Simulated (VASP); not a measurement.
# CoSn (P6/mmm) in VASP: notebook

The runs below take CoSn through single point, with PBE.

Everything below comes from runs of VASP 6.6.1. Logs are shortened: lines on timing, memory, paths and dates and some standing lists are left out, and cuts for length are marked.

## 1. The cell of the first run

The structure is hexagonal, space group P6/mmm (No. 191). Conventional cell: a = 5.331 Å, b = 5.331 Å, c = 4.259 Å, α = 90.00°, β = 90.00°, γ = 120.00°. Within 3.5 Å of Co (site symmetry mmm) lie 6 Sn at 2.63 to 2.67 Å and 4 Co at 2.67 Å. Within 3.5 Å of Sn (site symmetry -6m2) lie 6 Co at 2.63 Å and 3 Sn at 3.08 Å. Within 3.5 Å of Sn (site symmetry 6/mmm) lie 6 Co at 2.67 Å.

## 2. Single point, PBE (17.47 Å³/atom)

Contents of INCAR:

```
ALGO = Fast
EDIFF = 1E-6
ENCUT = 520
GGA = PE
ISIF = 2
ISMEAR = 0
LASPH = True
LCHARG = False
LREAL = False
LWAVE = False
NBANDS = 44
NELM = 80
PREC = Accurate
SIGMA = 0.05
```

Contents of KPOINTS:

```
k-points
0
Gamma
  10 10 10
```

Contents of POSCAR:

```
CoSn
1.0
    5.3307707237      0.0000000000      0.0000000000
   -2.6653853619      4.6165828684      0.0000000000
    0.0000000000      0.0000000000      4.2592223186
Co Sn
3 3
Direct
    0.0000000000      0.5000000000      0.0000000000
    0.5000000000      0.5000000000      0.0000000000
    0.5000000000      0.0000000000      0.0000000000
    0.6666666667      0.3333333333      0.5000000000
    0.3333333333      0.6666666667      0.5000000000
    0.0000000000      0.0000000000      0.0000000000
```

Potentials or basis: VASP PAW PBE potentials, release 64 (Co, Sn_d).

Started as:

```console
cat potpaw_PBE.64/Co/POTCAR potpaw_PBE.64/Sn_d/POTCAR > POTCAR
mpirun -np 1 vasp_std > vasp.out
```

OUTCAR:

```text
EDIFF = 1E-6
   ENCUT = 520
   GGA = PE
   ISIF = 2
   ISMEAR = 0
   LASPH = True
   LREAL = False
   NELM = 80
   PREC = Accurate

 ion  position               nearest neighbor table
   1  0.000  0.500  0.000-   4 2.63   5 2.63   4 2.63   5 2.63   3 2.67   3 2.67   6 2.67   6 2.67
                             2 2.67   2 2.67
   2  0.500  0.500  0.000-   4 2.63   5 2.63   4 2.63   5 2.63   6 2.67   6 2.67   3 2.67   3 2.67
                             1 2.67   1 2.67
   3  0.500  0.000  0.000-   4 2.63   5 2.63   4 2.63   5 2.63   1 2.67   1 2.67   2 2.67   2 2.67
                             6 2.67   6 2.67
   4  0.667  0.333  0.500-   3 2.63   3 2.63   1 2.63   1 2.63   2 2.63   2 2.63   5 3.08   5 3.08
                             5 3.08   6 3.74   6 3.74   6 3.74   6 3.74   6 3.74   6 3.74
   5  0.333  0.667  0.500-   3 2.63   3 2.63   1 2.63   1 2.63   2 2.63   2 2.63   4 3.08   4 3.08
                             4 3.08   6 3.74   6 3.74   6 3.74   6 3.74   6 3.74   6 3.74
   6  0.000  0.000  0.000-   2 2.67   2 2.67   1 2.67   1 2.67   3 2.67   3 2.67   5 3.74   4 3.74
                             5 3.74   4 3.74   4 3.74   4 3.74   5 3.74   5 3.74   4 3.74   5 3.74

  LATTYP: Found a hexagonal cell.
 ALAT       =     5.3307707237
 C/A-ratio  =     0.7989880900

  Lattice vectors:

 A1 = (   5.3307707237,   0.0000000000,   0.0000000000)
 A2 = (  -2.6653853619,   4.6165828684,   0.0000000000)
 A3 = (   0.0000000000,   0.0000000000,   4.2592223186)

Analysis of symmetry for initial positions (statically):
=====================================================================
 Subroutine PRICEL returns:
 Original cell was already a primitive cell.

 Routine SETGRP: Setting up the symmetry group for a
 hexagonal supercell.

 Subroutine GETGRP returns: Found 24 space group operations
 (whereof 24 operations were pure point group operations)
 out of a pool of 24 trial point group operations.

The static configuration has the point symmetry D_6h.

Analysis of symmetry for dynamics (positions and initial velocities):
=====================================================================
 Subroutine PRICEL returns:
 Original cell was already a primitive cell.

 Routine SETGRP: Setting up the symmetry group for a
 hexagonal supercell.

 Subroutine GETGRP returns: Found 24 space group operations
 (whereof 24 operations were pure point group operations)
 out of a pool of 24 trial point group operations.

The dynamic configuration has the point symmetry D_6h.

 Subroutine INISYM returns: Found 24 space group operations
 (whereof 24 operations are pure point group operations),
 and found     1 'primitive' translations

----------------------------------------------------------------------------------------

                                     Primitive cell

  volume of cell :     104.8192

  direct lattice vectors                    reciprocal lattice vectors
     5.330770724  0.000000000  0.000000000     0.187590135  0.108305215  0.000000000
    -2.665385362  4.616582868  0.000000000     0.000000000  0.216610430  0.000000000
     0.000000000  0.000000000  4.259222319     0.000000000  0.000000000  0.234784645

  length of vectors
     5.330770724  5.330770724  4.259222319     0.216610430  0.216610430  0.234784645

  position of ions in fractional coordinates (direct lattice)
     0.000000000  0.500000000  0.000000000
     0.500000000  0.500000000  0.000000000
     0.500000000  0.000000000  0.000000000
     0.666666667  0.333333333  0.500000000
     0.333333333  0.666666667  0.500000000
     0.000000000  0.000000000  0.000000000

  ion indices of the primitive-cell ions
   primitive index   ion index
                 1           1
                 2           2
                 3           3
                 4           4
                 5           5
                 6           6

----------------------------------------------------------------------------------------

 KPOINTS: k-points

Automatic generation of k-mesh.
 Grid dimensions read from file:
 generate k-points for:   10   10   10

 Generating k-lattice:

  Cartesian coordinates                     Fractional coordinates (reciprocal lattice)
     0.018759014  0.010830521  0.000000000     0.100000000  0.000000000  0.000000000
     0.000000000  0.021661043  0.000000000     0.000000000  0.100000000  0.000000000
     0.000000000  0.000000000  0.023478464     0.000000000  0.000000000  0.100000000

  Length of vectors
     0.021661043  0.021661043  0.023478464

  Shift w.r.t. Gamma in fractional coordinates (k-lattice)
     0.000000000  0.000000000  0.000000000

 Subroutine IBZKPT returns following result:
 ===========================================

 Found     84 irreducible k-points:

 Following reciprocal coordinates:
            Coordinates               Weight
  0.000000  0.000000  0.000000      1.000000
  0.100000  0.000000  0.000000      6.000000
  0.200000  0.000000  0.000000      6.000000
  0.300000  0.000000  0.000000      6.000000
  0.400000  0.000000  0.000000      6.000000
  0.500000 -0.000000  0.000000      3.000000
[... 16 lines left out ...]
  0.300000  0.100000  0.100000     24.000000
  0.400000  0.100000  0.100000     24.000000
 [... further k-points ...]
   k-points           NKPTS =     84   k-points in BZ     NKDIM =     84   number of bands    NBANDS=     44
   number of dos      NEDOS =    301   number of ions     NIONS =      6
   total plane-waves  NPLWV =  51200
   dimension x,y,z NGX =    40 NGY =   40 NGZ =   32
   dimension x,y,z NGXF=    80 NGYF=   80 NGZF=   64
   ions per type =               3   3
   NGX,Y,Z   is equivalent  to a cutoff of  12.47, 12.47, 12.49 a.u.
   NGXF,Y,Z  is equivalent  to a cutoff of  24.95, 24.95, 24.98 a.u.
 SYSTEM =  unknown system
   PREC   = accura    normal or accurate (medium, high low for compatibility)
   ISTART =      0    job   : 0-new  1-cont  2-samecut
   ICHARG =      2    charge: 1-file 2-atom 10-const
   ISPIN  =      1    spin polarized calculation?
   LNONCOLLINEAR =      F non collinear calculations
   LSORBIT =      F    spin-orbit coupling
   LASPH  =      T    aspherical Exc in radial PAW
   ENCUT  =  520.0 eV  38.22 Ry    6.18 a.u.   9.91  9.91  7.92*2*pi/ulx,y,z
   NELM   =     80;   NELMIN=  2; NELMDL= -5     # of ELM steps
   EDIFF  = 0.1E-05   stopping-criterion for ELM
   LREAL  =      F    real-space projection
   EDIFFG = 0.1E-04   stopping-criterion for IOM
   NSW    =      0    number of steps for IOM
   IBRION =     -1    ionic relax: 0-MD 1-quasi-New 2-CG
   NFREE  =      0    steps in history (QN), initial steepest desc. (CG)
   ISIF   =      2    stress and relaxation
   ISYM   =      2    0-nonsym 1-usesym 2-fastsym
   POTIM  = 0.5000    time-step for ionic-motion
   TEBEG  =    0.0;   TEEND  =   0.0 temperature during run
   PSTRESS=    0.0 pullay stress
   NELECT =      69.0000    total number of electrons
   NUPDOWN=      -1.0000    fix difference up-down
   EMIN   =  10.00;   EMAX   =-10.00  energy-range for DOS
   EFERMI =   0.00;   METHOD = LEGACY
   ISMEAR =     0;   SIGMA  =   0.05  broadening in eV -4-tet -1-fermi 0-gaus
   EFERMI_NEDOS =   21; number of points for ismear=-14 and -15
   IALGO  =     68    algorithm
   IMIX   =      4    mixing-type and parameters
     AMIX     =   0.40;   BMIX     =  1.00
     AMIX_MAG =   1.60;   BMIX_MAG =  1.00
  volume/ion in A,a.u.               =      17.47       117.89
  Fermi-wavevector in a.u.,A,eV,Ry     =   1.424112  2.691182 27.593916  2.028096
  Thomas-Fermi vector in A             =   2.544638
   LORBIT       =      0    0 simple, 1 ext, 2 COOP (PROOUT), +10 PAW based schemes
   GGA     = PE    functional components
   LHFCALC =     F    Hartree Fock is set to
   AEXX    =    0.0000 exact exchange contribution
   IVDW    =     0    specifies the selected vdW correction
   LEPSILON=     F    determine dielectric tensor
   LRPA    =     F    only Hartree local field effects (RPA)
 non-spin polarized calculation
 RMM-DIIS sequential band-by-band and
 Gauss-broadening in eV      SIGMA  =   0.05
  energy-cutoff  :      520.00
  volume of cell :      104.82
 maximum number of plane-waves:      2850
 NGX is ok and might be reduce to    40
   NGX = 19   NGY = 19   NGZ = 15

 number of electron      69.0000014 magnetization

 Free energy of the ion-electron system (eV)
  ---------------------------------------------------
  ext. energy  EPLUGINS =         0.00000000
  ---------------------------------------------------
  free energy    TOTEN  =       -33.23689615 eV

  energy without entropy =      -33.23509929  energy(sigma->0) =      -33.23599772

 E-fermi :   9.4859     XC(G=0): -11.6014

 val. band max:        9.4762061930   @ k =   0.3000   0.0000   0.3000
 cond. band min:       9.5166955469   @ k =   0.0000   0.0000   0.4000
 fundamental gap:      0.0404893539
 Fermi energy:         9.4859001857

 k-point     1 :       0.0000    0.0000    0.0000
  band No.  band energies     occupation
      1     -12.0196      2.00000
      2     -11.9092      2.00000
      3     -11.9092      2.00000
      4     -11.8782      2.00000
      5     -11.8782      2.00000
      6     -11.7727      2.00000
[... 36 lines left out ...]
     43      15.2196      0.00000
     44      15.9681      0.00000

 k-point     2 :       0.1000    0.0000    0.0000
  band No.  band energies     occupation
      1     -12.0190      2.00000
      2     -11.9098      2.00000
      3     -11.9092      2.00000
      4     -11.8858      2.00000
      5     -11.8823      2.00000
      6     -11.7893      2.00000
[... 36 lines left out ...]
     43      14.9993      0.00000
     44      15.0518      0.00000

 k-point     3 :       0.2000    0.0000    0.0000
  band No.  band energies     occupation
      1     -12.0174      2.00000
      2     -11.9114      2.00000
      3     -11.9087      2.00000
      4     -11.9022      2.00000
      5     -11.8930      2.00000
      6     -11.8002      2.00000
[... 976 lines left out ...]
     43      14.1751      0.00000
     44      15.2859      0.00000

 k-point    24 :       0.4000    0.1000    0.1000
  band No.  band energies     occupation
      1     -12.0124      2.00000
      2     -11.9445      2.00000
      3     -11.9150      2.00000
      4     -11.9055      2.00000
      5     -11.9017      2.00000
      6     -11.8132      2.00000
[... 36 lines left out ...]
     43      14.3990      0.00000
     44      15.7394      0.00000

 [... further k-points ...]

------------------------ aborting loop because EDIFF is reached ----------------------------------------

  FORCE on cell =-STRESS in cart. coord.  units (eV):
  Direction    XX          YY          ZZ          XY          YZ          ZX
  --------------------------------------------------------------------------------------
  -------------------------------------------------------------------------------------
  Total       -1.5952979     -1.5952979     -1.6664043      0.0000000      0.0000000     -0.0000000
  in kB      -24.3843643    -24.3843643    -25.4712354      0.0000000      0.0000000     -0.0000000
  external PRESSURE =     -24.7466547 kB  Pullay stress =       0.0000000 kB

 VOLUME and BASIS-vectors are now :
 -----------------------------------------------------------------------------
  energy-cutoff  :      520.00
  volume of cell :      104.82
      direct lattice vectors                 reciprocal lattice vectors
     5.330770724  0.000000000  0.000000000     0.187590135  0.108305215  0.000000000
    -2.665385362  4.616582868  0.000000000     0.000000000  0.216610430  0.000000000
     0.000000000  0.000000000  4.259222319     0.000000000  0.000000000  0.234784645

 POSITION                                       TOTAL-FORCE (eV/Angst)
 -----------------------------------------------------------------------------------
     -1.33269      2.30829      0.00000         0.000000      0.000000      0.000000
      1.33269      2.30829      0.00000        -0.000000      0.000000      0.000000
      2.66539      0.00000      0.00000         0.000000      0.000000      0.000000
      2.66539      1.53886      2.12961         0.000000     -0.000000     -0.000000
     -0.00000      3.07772      2.12961        -0.000000      0.000000      0.000000
      0.00000      0.00000      0.00000         0.000000      0.000000      0.000000
 -----------------------------------------------------------------------------------
    total drift:                               -0.000000      0.000000     -0.000000

  FREE ENERGIE OF THE ION-ELECTRON SYSTEM (eV)
  ---------------------------------------------------
  free  energy   TOTEN  =       -33.2368961488 eV

  energy  without entropy=      -33.2350992869  energy(sigma->0) =      -33.23599772
```

It took 11 min on 1 thread of Oxide Virtual Turin-like, shared host; peak memory 0.4 GiB.

What came out:

* Free energy: -33.2369 eV
* Pressure: -2.5 GPa
* Band gap on the k mesh: zero (an odd number of electrons rules out a gap without spin polarisation)

Caveat: spin-orbit coupling is left out, which moves the levels of the heavy elements; the run has no spin polarisation, though such a crystal can be magnetic.

[end of part 1 of 2]

The gap in the log of VASP goes by the Fermi energy; the results here count the filled bands.